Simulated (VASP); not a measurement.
Write the native input for VASP 6.6.1 that does the following.

| Property | Result |
| --- | --- |
| Task | single point |
| Functional | LDA |
| Potentials or basis | VASP PAW LDA potentials, release 64 (Ga_d, Sb) |
| Cutoff | 520 eV |
| k mesh | 16 × 16 × 16 |
| Occupations | gaussian, width 0.15 eV |
| Spin | no spin polarisation |
| Dipole correction | no |
| Further INCAR settings | ALGO = Normal; EDIFF = 1e-06; NBANDS = 16 |

The structure of GaSb lies in POSCAR:

```
GaSb
1.0
   -2.6454500000      2.6454500000      1.5130000000
    2.6454500000     -2.6454500000      1.5130000000
    2.6454500000      2.6454500000     -1.5130000000
Ga Sb
1 1
Direct
    0.2500000000      0.7500000000      0.5000000000
    0.0000000000      0.0000000000      0.0000000000
```

One way to write it, as run:

INCAR

```
  PREC = Accurate
  ENCUT = 520
  EDIFF = 1E-6
  ISMEAR = 0
  SIGMA = 0.15
  LREAL = F
  LASPH = T
  NELM = 80
  ALGO = Normal
  ISIF = 2
  LWAVE = F
  LCHARG = F
  GGA = CA
  NBANDS = 16
```

KPOINTS

```
Automatic mesh
0
Gamma
  16 16 16
```

Potentials or basis: VASP PAW LDA potentials, release 64 (Ga_d, Sb).

Run with:

```sh
$ cat potpaw_LDA.64/Ga_d/POTCAR potpaw_LDA.64/Sb/POTCAR > POTCAR
$ mpirun -np 1 vasp_std > vasp.out
```

It gave:

```json
{
 "Pressure": "3.8 GPa",
 "Band gap on the k mesh": "zero (bands 9 and 10 overlap by 5.41 eV)"
}
```

Caveat: the cell stands under pressure; spin-orbit coupling is left out, which moves the levels of the heavy elements.

It took 96 s on 1 thread of Intel(R) Xeon(R) Platinum 8488C (Sapphire Rapids), on a shared host, peak memory 0.34 GiB.
